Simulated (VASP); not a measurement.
Wanted: the native input for a VASP 6.6.1 run.

```yaml
Task: relaxation of cell and atoms
Functional: LDA
Potentials_or_basis: VASP PAW LDA potentials, release 64 (Mg_sv)
Cutoff: 840 eV
k_mesh: 12 × 12 × 8
Occupations: gaussian, width 0.1 eV
Spin: no spin polarisation
Dipole_correction: no
Further_INCAR_settings: ALGO = Normal; EDIFF = 1e-07; IBRION = 2; EDIFFG = -0.002; NSW = 100; ISIF = 3
```

The structure of Mg lies in POSCAR:

```
Mg
1.0
    3.2093000000      0.0000000000      0.0000000000
   -1.6046500000      2.7793353300      0.0000000000
    0.0000000000      0.0000000000      5.2103000000
Mg
2
Direct
    0.3333333300      0.6666666700      0.2500000000
    0.6666666700      0.3333333300      0.7500000000
```

One way to write it, as run:

INCAR

```
SYSTEM = Mg
PREC     = Accurate       ! precision mode
ENCUT    = 840            ! plane-wave cutoff, eV
EDIFF    = 1E-7           ! SCF threshold, eV
ISMEAR   = 0              ! smearing method
SIGMA    = 0.1            ! smearing width, eV
LREAL    = .FALSE.        ! projectors in reciprocal space
LASPH    = .TRUE.         ! aspherical terms in the spheres
NELM     = 120            ! most SCF steps
ALGO     = Normal         ! electronic algorithm
ISIF     = 3              ! what is computed and relaxed
LWAVE    = .FALSE.        ! write WAVECAR
LCHARG   = .FALSE.        ! write CHGCAR
IBRION   = 2              ! ionic algorithm
NSW      = 100            ! ionic steps
EDIFFG   = -0.002         ! ionic threshold
GGA_COMPAT= .FALSE.      
NELMIN   = 4
```

KPOINTS

```
regular mesh
0
G
  12 12 8
  0 0 0
```

Potentials or basis: VASP PAW LDA potentials, release 64 (Mg_sv).

Launch:

```bash
$ cat potpaw_LDA.64/Mg_sv/POTCAR > POTCAR
$ mpirun -np 1 vasp_std > vasp.out
```

It gave:

```
Relaxed volume                        : 21.53 Å³/atom
Relaxed cell                          : a = 3.147 Å, b = 3.147 Å, c = 5.022 Å, α = 90.00°, β = 90.00°, γ = 120.00°
Space group after relaxing (to 0.1 Å) : P6_3/mmc (No. 194)
Energy gained by relaxing             : 16.7 meV/atom
Ionic steps                           : 8
Pressure after relaxing               : 0.0 GPa
Band gap on the k mesh                : zero (bands 10 and 11 overlap by 2.08 eV)
```

Wall time 7.1 min on 1 thread of Intel(R) Xeon(R) Platinum 8259CL CPU @ 2.50GHz (Skylake/Cascade Lake) (shared host), peak memory 0.24 GiB.
